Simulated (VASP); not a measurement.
# AlNi3 (Fm-3m) in VASP: notebook

The runs below take AlNi3 through single point, with LDA.

Everything below comes from runs of VASP 6.6.1. Logs are shortened: lines on timing, memory, paths and dates and some standing lists are left out, and cuts for length are marked.

### 1 The cell of the first run

The structure is cubic, space group Fm-3m (No. 225). Conventional cell: a = 5.566 Å, b = 5.566 Å, c = 5.566 Å, α = 90.00°, β = 90.00°, γ = 90.00°. Ni (site symmetry -43m) has 10 Ni at 2.41 to 2.78 Å and 4 Al at 2.41 Å within 3.2 Å. Ni (site symmetry m-3m) has 8 Ni at 2.41 Å and 6 Al at 2.78 Å within 3.2 Å. Within 3.2 Å of Al (site symmetry m-3m) lie 14 Ni at 2.41 to 2.78 Å.

### 2 Single point, LDA, collinear spin, ferromagnetic start (volume scaled by 0.98)

Contents of INCAR:

```
PREC = Accurate
ENCUT = 520
EDIFF = 1E-6
ISMEAR = -1
SIGMA = 0.05
LREAL = False
LASPH = True
NELM = 150
ALGO = Normal
ISIF = 2
LWAVE = False
LCHARG = False
ISPIN = 2
MAGMOM = 1 1 1 0
LORBIT = 11
LMAXMIX = 4
GGA = CA
NBANDS = 28
```

Contents of KPOINTS:

```
Automatic mesh
0
Gamma
  8 8 8
```

Contents of POSCAR:

```
AlNi3
1.0
    0.0000000000      2.7830835660      2.7830835660
    2.7830835660      0.0000000000      2.7830835660
    2.7830835660      2.7830835660      0.0000000000
Ni Al
3 1
Direct
    0.7500000000      0.7500000000      0.7500000000
    0.0000000000      0.0000000000      0.0000000000
    0.2500000000      0.2500000000      0.2500000000
    0.5000000000      0.5000000000      0.5000000000
```

Potentials or basis: VASP PAW LDA potentials, release 64 (Ni, Al).

On the command line:

```sh
$ cat potpaw_LDA.64/Ni/POTCAR potpaw_LDA.64/Al/POTCAR > POTCAR
$ mpirun -np 1 vasp_std > vasp.out
```

OUTCAR:

```text
PREC = Accurate
   ENCUT = 520
   EDIFF = 1E-6
   ISMEAR = -1
   LREAL = False
   LASPH = True
   NELM = 150
   ISIF = 2
   ISPIN = 2
   LORBIT = 11
   GGA = CA

 ion  position               nearest neighbor table
   1  0.750  0.750  0.750-   4 2.41   4 2.41   4 2.41   2 2.41   4 2.41   2 2.41   2 2.41   2 2.41
                             3 2.78   3 2.78   3 2.78   3 2.78   3 2.78   3 2.78
   2  0.000  0.000  0.000-   1 2.41   1 2.41   1 2.41   1 2.41   3 2.41   3 2.41   3 2.41   3 2.41
                             4 2.78   4 2.78   4 2.78   4 2.78   4 2.78   4 2.78
   3  0.250  0.250  0.250-   2 2.41   2 2.41   2 2.41   2 2.41   4 2.41   4 2.41   4 2.41   4 2.41
                             1 2.78   1 2.78   1 2.78   1 2.78   1 2.78   1 2.78
   4  0.500  0.500  0.500-   3 2.41   3 2.41   3 2.41   1 2.41   3 2.41   1 2.41   1 2.41   1 2.41
                             2 2.78   2 2.78   2 2.78   2 2.78   2 2.78   2 2.78

  LATTYP: Found a face centered cubic cell.
 ALAT       =     5.5661671320

  Lattice vectors:

 A1 = (   0.0000000000,   2.7830835660,   2.7830835660)
 A2 = (   2.7830835660,   0.0000000000,   2.7830835660)
 A3 = (   2.7830835660,   2.7830835660,   0.0000000000)

Analysis of symmetry for initial positions (statically):
=====================================================================
 Subroutine PRICEL returns:
 Original cell was already a primitive cell.

 Routine SETGRP: Setting up the symmetry group for a
 face centered cubic supercell.

 Subroutine GETGRP returns: Found 48 space group operations
 (whereof 48 operations were pure point group operations)
 out of a pool of 48 trial point group operations.

The static configuration has the point symmetry O_h .

Analysis of symmetry for dynamics (positions and initial velocities):
=====================================================================
 Subroutine PRICEL returns:
 Original cell was already a primitive cell.

 Routine SETGRP: Setting up the symmetry group for a
 face centered cubic supercell.

 Subroutine GETGRP returns: Found 48 space group operations
 (whereof 48 operations were pure point group operations)
 out of a pool of 48 trial point group operations.

The dynamic configuration has the point symmetry O_h .

Analysis of structural, dynamic, and magnetic symmetry:
=====================================================================
 Subroutine PRICEL returns:
 Original cell was already a primitive cell.

 Routine SETGRP: Setting up the symmetry group for a
 face centered cubic supercell.

 Subroutine GETGRP returns: Found 48 space group operations
 (whereof 48 operations were pure point group operations)
 out of a pool of 48 trial point group operations.

The overall configuration has the point symmetry O_h .

 Subroutine INISYM returns: Found 48 space group operations
 (whereof 48 operations are pure point group operations),
 and found     1 'primitive' translations

----------------------------------------------------------------------------------------

                                     Primitive cell

  volume of cell :      43.1130

  direct lattice vectors                    reciprocal lattice vectors
     0.000000000  2.783083566  2.783083566    -0.179656840  0.179656840  0.179656840
     2.783083566  0.000000000  2.783083566     0.179656840 -0.179656840  0.179656840
     2.783083566  2.783083566  0.000000000     0.179656840  0.179656840 -0.179656840

  length of vectors
     3.935874524  3.935874524  3.935874524     0.311174775  0.311174775  0.311174775

  position of ions in fractional coordinates (direct lattice)
     0.750000000  0.750000000  0.750000000
     0.000000000  0.000000000  0.000000000
     0.250000000  0.250000000  0.250000000
     0.500000000  0.500000000  0.500000000

  ion indices of the primitive-cell ions
   primitive index   ion index
                 1           1
                 2           2
                 3           3
                 4           4

----------------------------------------------------------------------------------------

 KPOINTS: Automatic mesh

Automatic generation of k-mesh.
 Grid dimensions read from file:
 generate k-points for:    8    8    8

[... 21 lines left out ...]
  0.125000  0.000000  0.000000      8.000000
  0.250000  0.000000  0.000000      8.000000
  0.375000  0.000000  0.000000      8.000000
  0.500000  0.000000  0.000000      4.000000
  0.125000  0.125000  0.000000      6.000000
[... 16 lines left out ...]
  0.500000  0.250000  0.125000     48.000000
 -0.375000  0.250000  0.125000     24.000000
 [... further k-points ...]
   k-points           NKPTS =     29   k-points in BZ     NKDIM =     29   number of bands    NBANDS=     28
   number of dos      NEDOS =    301   number of ions     NIONS =      4
   total plane-waves  NPLWV =  27000
   dimension x,y,z NGX =    30 NGY =   30 NGZ =   30
   dimension x,y,z NGXF=    60 NGYF=   60 NGZF=   60
   ions per type =               3   1
   NGX,Y,Z   is equivalent  to a cutoff of  12.67, 12.67, 12.67 a.u.
   NGXF,Y,Z  is equivalent  to a cutoff of  25.34, 25.34, 25.34 a.u.
 SYSTEM =  unknown system
   PREC   = accura    normal or accurate (medium, high low for compatibility)
   ISTART =      0    job   : 0-new  1-cont  2-samecut
   ICHARG =      2    charge: 1-file 2-atom 10-const
   ISPIN  =      2    spin polarized calculation?
   LNONCOLLINEAR =      F non collinear calculations
   LSORBIT =      F    spin-orbit coupling
   LASPH  =      T    aspherical Exc in radial PAW
   ENCUT  =  520.0 eV  38.22 Ry    6.18 a.u.   7.32  7.32  7.32*2*pi/ulx,y,z
   NELM   =    150;   NELMIN=  2; NELMDL= -5     # of ELM steps
   EDIFF  = 0.1E-05   stopping-criterion for ELM
   LREAL  =      F    real-space projection
   EDIFFG = 0.1E-04   stopping-criterion for IOM
   NSW    =      0    number of steps for IOM
   IBRION =     -1    ionic relax: 0-MD 1-quasi-New 2-CG
   NFREE  =      0    steps in history (QN), initial steepest desc. (CG)
   ISIF   =      2    stress and relaxation
   ISYM   =      2    0-nonsym 1-usesym 2-fastsym
   POTIM  = 0.5000    time-step for ionic-motion
   TEBEG  =    0.0;   TEEND  =   0.0 temperature during run
   PSTRESS=    0.0 pullay stress
   NELECT =      33.0000    total number of electrons
   NUPDOWN=      -1.0000    fix difference up-down
   EMIN   =  10.00;   EMAX   =-10.00  energy-range for DOS
   EFERMI =   0.00;   METHOD = LEGACY
   ISMEAR =    -1;   SIGMA  =   0.05  broadening in eV -4-tet -1-fermi 0-gaus
   EFERMI_NEDOS =   21; number of points for ismear=-14 and -15
   IALGO  =     38    algorithm
   IMIX   =      4    mixing-type and parameters
     AMIX     =   0.40;   BMIX     =  1.00
     AMIX_MAG =   1.60;   BMIX_MAG =  1.00
  volume/ion in A,a.u.               =      10.78        72.74
  Fermi-wavevector in a.u.,A,eV,Ry     =   1.497534  2.829928 30.512518  2.242607
  Thomas-Fermi vector in A             =   2.609409
   LORBIT       =     11    0 simple, 1 ext, 2 COOP (PROOUT), +10 PAW based schemes
   GGA     = CA    functional components
   LHFCALC =     F    Hartree Fock is set to
   AEXX    =    0.0000 exact exchange contribution
   IVDW    =     0    specifies the selected vdW correction
   LEPSILON=     F    determine dielectric tensor
   LRPA    =     F    only Hartree local field effects (RPA)
 spin polarized calculation
  energy-cutoff  :      520.00
  volume of cell :       43.11
 maximum number of plane-waves:      1211
 NGX is ok and might be reduce to    30
   NGX = 15   NGY = 15   NGZ = 15

 number of electron      33.0000033 magnetization      -0.0542452

 number of electron      33.0000033 magnetization       0.0001578

 Free energy of the ion-electron system (eV)
  ---------------------------------------------------
  ext. energy  EPLUGINS =         0.00000000
  ---------------------------------------------------
  free energy    TOTEN  =       -25.62450696 eV

  energy without entropy =      -25.60633836  energy(sigma->0) =      -25.61542266

 E-fermi :   9.9447     XC(G=0): -13.2287

 val. band max:        9.9428311486   @ k =  -0.3750   0.5000   0.1250
 cond. band min:       9.9466579464   @ k =  -0.2500   0.5000   0.2500
 fundamental gap:      0.0038267977
 Fermi energy:         9.9446857773

 spin component 1

 k-point     1 :       0.0000    0.0000    0.0000
  band No.  band energies     occupation
      1      -0.3373      1.00000
      2       6.2398      1.00000
      3       6.2398      1.00000
      4       6.3823      1.00000
      5       6.3823      1.00000
      6       6.3823      1.00000
[... 733 lines left out ...]
     27      25.2832      0.00000
     28      28.0573      0.00000

 [... further k-points ...]

 spin component 2

 k-point     1 :       0.0000    0.0000    0.0000
  band No.  band energies     occupation
      1      -0.3373      1.00000
      2       6.2399      1.00000
      3       6.2399      1.00000
      4       6.3823      1.00000
      5       6.3823      1.00000
      6       6.3823      1.00000
[... 733 lines left out ...]
     27      25.2832      0.00000
     28      28.0573      0.00000

 [... further k-points ...]

------------------------ aborting loop because EDIFF is reached ----------------------------------------

  FORCE on cell =-STRESS in cart. coord.  units (eV):
  Direction    XX          YY          ZZ          XY          YZ          ZX
  --------------------------------------------------------------------------------------
  -------------------------------------------------------------------------------------
  Total       -0.8689465     -0.8689465     -0.8689465     -0.0000000     -0.0000000     -0.0000000
  in kB      -32.2919942    -32.2919942    -32.2919942     -0.0000000     -0.0000000     -0.0000000
  external PRESSURE =     -32.2919942 kB  Pullay stress =       0.0000000 kB

 VOLUME and BASIS-vectors are now :
 -----------------------------------------------------------------------------
  energy-cutoff  :      520.00
  volume of cell :       43.11
      direct lattice vectors                 reciprocal lattice vectors
     0.000000000  2.783083566  2.783083566    -0.179656840  0.179656840  0.179656840
     2.783083566  0.000000000  2.783083566     0.179656840 -0.179656840  0.179656840
     2.783083566  2.783083566  0.000000000     0.179656840  0.179656840 -0.179656840

 POSITION                                       TOTAL-FORCE (eV/Angst)
 -----------------------------------------------------------------------------------
      4.17463      4.17463      4.17463        -0.000000     -0.000000     -0.000000
      0.00000      0.00000      0.00000         0.000000      0.000000      0.000000
      1.39154      1.39154      1.39154         0.000000      0.000000      0.000000
      2.78308      2.78308      2.78308         0.000000      0.000000      0.000000
 -----------------------------------------------------------------------------------
    total drift:                                0.000000     -0.000000      0.000000

  FREE ENERGIE OF THE ION-ELECTRON SYSTEM (eV)
  ---------------------------------------------------
  free  energy   TOTEN  =       -25.6245069630 eV

  energy  without entropy=      -25.6063383566  energy(sigma->0) =      -25.61542266

 total charge

# of ion       s       p       d       tot
------------------------------------------
    1        0.496   0.545   8.472   9.513
    2        0.502   0.525   8.433   9.461
    3        0.496   0.545   8.472   9.513
    4        0.412   0.428   0.000   0.840
--------------------------------------------------
tot          1.907   2.043  25.377  29.328

 magnetization (x)

# of ion       s       p       d       tot
------------------------------------------
    1        0.000  -0.000   0.000   0.000
    2        0.000  -0.000   0.000   0.000
    3        0.000  -0.000   0.000   0.000
    4       -0.000   0.000   0.000   0.000
--------------------------------------------------
tot          0.000  -0.000   0.000   0.000
```

It took 2.2 min on 1 thread of Intel Xeon Platinum 8488C (Sapphire Rapids), shared host; peak memory 0.19 GiB.

What came out:

- Free energy: -25.6245 eV
- Pressure: -3.2 GPa
- Net moment: 0.00 μB per cell
- Valence electrons inside the program's atomic spheres: Ni 9.51, 9.46; Al 0.84

Caveat: the cell differs from its parent crystal (volume scaled by 0.98).

### 3 Single point, LDA, collinear spin, ferromagnetic start

This run uses another cell than the first one, of 11.00 Å³/atom, 1.020 times its volume.

Contents of INCAR:

```
SYSTEM = AlNi3
ALGO = Normal ; EDIFF = 1E-6
ENCUT = 520 ; ISIF = 2
ISMEAR = -1 ; ISPIN = 2
LASPH = .TRUE. ; LCHARG = .FALSE.
LMAXMIX = 4 ; LORBIT = 11
LREAL = .FALSE. ; LWAVE = .FALSE.
MAGMOM = 1 1 1 0 ; NBANDS = 28
NELM = 150 ; PREC = Accurate
SIGMA = 0.05
```

Contents of KPOINTS:

```
k-points
0
G
  8 8 8
  0 0 0
```

Contents of POSCAR:

```
AlNi3
1.0
    0.0000000000      2.8018887551      2.8018887551
    2.8018887551      0.0000000000      2.8018887551
    2.8018887551      2.8018887551      0.0000000000
Ni Al
3 1
Direct
    0.7500000000      0.7500000000      0.7500000000
    0.0000000000      0.0000000000      0.0000000000
    0.2500000000      0.2500000000      0.2500000000
    0.5000000000      0.5000000000      0.5000000000
```

Potentials or basis: VASP PAW LDA potentials, release 64 (Ni, Al).

On the command line:

```sh
$ cat potpaw_LDA.64/Ni/POTCAR potpaw_LDA.64/Al/POTCAR > POTCAR
$ mpirun -np 1 vasp_std > vasp.out
```

It took 2.2 min on 1 thread of Intel Xeon Platinum 8488C (Sapphire Rapids), shared host; peak memory 0.19 GiB.

It converged, with:

| Quantity | Value |
| --- | --- |
| Free energy | -25.5959 eV |
| Pressure | -7.1 GPa |
| Net moment | 0.00 μB per cell |
| Valence electrons inside the program's atomic spheres | Ni 9.48, 9.42; Al 0.83 |

Levels at points of the mesh, in eV from the Fermi level:
Spin up:
| k point | band 12 | band 13 | band 14 | band 15 | band 16 | band 17 | band 18 | band 19 | band 20 | band 21 |
| --- | --- | --- | --- | --- | --- | --- | --- | --- | --- | --- |
| (0.00, 0.00, 0.00) | -0.90 | -0.56 | -0.56 | -0.50 | -0.50 | 5.50 | 5.50 | 5.50 | 5.95 | 5.95 |
| (0.50, 0.00, 0.00) | -1.72 | -0.64 | -0.64 | -0.47 | -0.47 | -0.14 | 4.39 | 4.39 | 4.84 | 4.84 |
| (0.50, 0.50, 0.00) | -1.13 | -1.05 | -0.75 | -0.59 | -0.35 | -0.35 | -0.35 | -0.03 | 4.28 | 4.70 |
Spin down:
```tsv
k point	band 14	band 15	band 16	band 17	band 18	band 19
(0.00, 0.00, 0.00)	-0.56	-0.50	-0.50	5.50	5.50	5.50
(0.50, 0.00, 0.00)	-0.64	-0.47	-0.47	-0.14	4.39	4.39
(0.50, 0.50, 0.00)	-0.75	-0.59	-0.35	-0.35	-0.35	-0.03
```
